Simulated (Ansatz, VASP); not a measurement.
**W: VASP beside Ansatz**

```
W
1.0
    -1.68622    1.68622    1.43328
     1.68622   -1.68622    1.43328
     1.68622    1.68622   -1.43328
W
1
Direct
  0.00000 0.00000 0.00000
```

Alike in both runs: task single point; functional PBE; k mesh 24 × 24 × 24; occupations gaussian, width 0.15 eV; no spin polarisation.

|  | VASP | Ansatz |
| --- | --- | --- |
| version | VASP 6.6.1 | Ansatz 0.2.0 |
| potentials or method | VASP PAW PBE potentials, release 64 (W_sv), cutoff 520 eV | scalar-relativistic, plane waves, PAW |
| valence electrons in the cell | 14 | 14 |

|  | VASP | Ansatz | Ansatz less VASP |
| --- | --- | --- | --- |
| gap on the k mesh at the Fermi level (eV) | none | none | - |
| pressure (GPa) | 1.7 | 1.1 | -0.55 |
| traceless stress, the component that is largest in VASP (GPa) | 26.82 | 26.72 | -0.101 |

A gap of «none» marks a metal or a gap that the smearing closes.

Spin-orbit coupling is off throughout.
